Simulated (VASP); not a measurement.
A run of VASP 6.6.1:

File INCAR:

```
ALGO     = Fast           # electronic algorithm
EDIFF    = 1E-6           # SCF threshold, eV
EDIFFG   = -0.01          # ionic threshold
ENCUT    = 600            # plane-wave cutoff, eV
GGA      = PE             # functional
IBRION   = 2              # ionic algorithm
ISIF     = 3              # what is computed and relaxed
ISMEAR   = 0              # smearing method
LASPH    = True           # aspherical terms in the spheres
LCHARG   = False          # write CHGCAR
LREAL    = False          # projectors in reciprocal space
LWAVE    = False          # write WAVECAR
NELM     = 80             # most SCF steps
NSW      = 100            # ionic steps
PREC     = Accurate       # precision mode
SIGMA    = 0.1            # smearing width, eV
```

File KPOINTS:

```
k-points
0
Gamma
  12 12 12
```

POSCAR

```
GeW3
1.0
    3.9764893056      0.0000000000      0.0000000000
    0.0000000000      3.9764893056      0.0000000000
    0.0000000000      0.0000000000      3.9764893056
Ge W
1 3
Direct
    0.0000000000      0.0000000000      0.0000000000
    0.0000000000      0.5000000000      0.5000000000
    0.5000000000      0.0000000000      0.5000000000
    0.5000000000      0.5000000000      0.0000000000
```

Potentials or basis: VASP PAW PBE potentials, release 64 (Ge_d, W_sv).

The run is started by

```sh
$ cat potpaw_PBE.64/Ge_d/POTCAR potpaw_PBE.64/W_sv/POTCAR > POTCAR
$ mpirun -np 1 vasp_std > vasp.out
```

Hardware: 1 thread of Intel(R) Xeon(R) 6975P-C (Granite Rapids) (shared host).

Task: Estimate the wall time of this run.

Result: Run time: 4.6 min on 1 thread of Intel(R) Xeon(R) 6975P-C (Granite Rapids), with other jobs on the host, peak memory 0.32 GiB. Counts: scf iterations 62, k points 84, ion steps 3.
